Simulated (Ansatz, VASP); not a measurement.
**Cs in VASP and in Ansatz**

```
Cs
1.0
     0.00000    3.94834    3.63247
     3.94834    0.00000    3.63247
     3.94834    3.94834    0.00000
Cs
1
Direct
  0.00000 0.00000 0.00000
```

Change from the starting cell: strain +0.000 along x and y, -0.080 along z, atoms carried along.

Alike in both runs: task single point; functional PBEsol; k mesh 10 × 10 × 10; occupations gaussian, width 0.15 eV; no spin polarisation.

|  | VASP | Ansatz |
| --- | --- | --- |
| version | VASP 6.6.1 | Ansatz 0.2.0 |
| potentials or method | VASP PAW PBE potentials, release 64 (Cs_sv), cutoff 520 eV | scalar-relativistic, plane waves, PAW |
| valence electrons in the cell | 9 | 9 |

|  | VASP | Ansatz | Ansatz less VASP |
| --- | --- | --- | --- |
| gap on the k mesh at the Fermi level (eV) | none | none | - |
| pressure (GPa) | -0.1 | -0.1 | +0.02 |

VASP's potentials were made for PBE, not for PBEsol. A gap of «none» marks a metal or a gap that the smearing closes.

Spin-orbit coupling is off throughout.
